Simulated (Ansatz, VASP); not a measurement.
Ru: VASP beside Ansatz

```
Ru
1.0
     2.72116    0.00000    0.00000
     0.00000    4.29600    0.00000
     0.00000    0.00000   19.14210
Ru
4
Direct
  0.00000 0.75000 0.41793
  0.50000 0.25000 0.45896
  0.50000 0.75000 0.54104
  0.00000 0.25000 0.58207
```

Alike in both runs: task single point; functional PBE; k mesh 12 × 8 × 1; occupations fermi-dirac, width 0.1 eV; no spin polarisation.

|  | VASP | Ansatz |
| --- | --- | --- |
| version | VASP 6.6.1 | Ansatz 0.2.0 |
| potentials or method | VASP PAW PBE potentials, release 64 (Ru_pv), cutoff 520 eV | all-electron LAPW, scalar-relativistic |

|  | VASP | Ansatz | Ansatz less VASP |
| --- | --- | --- | --- |
| rms of the force components (eV/Å) | 0.542 | 0.544 | +0.0029 |

Atom by atom the forces differ by 0.003 eV/Å (rms over components). Ansatz ran all-electron here, and VASP with PAW potentials.
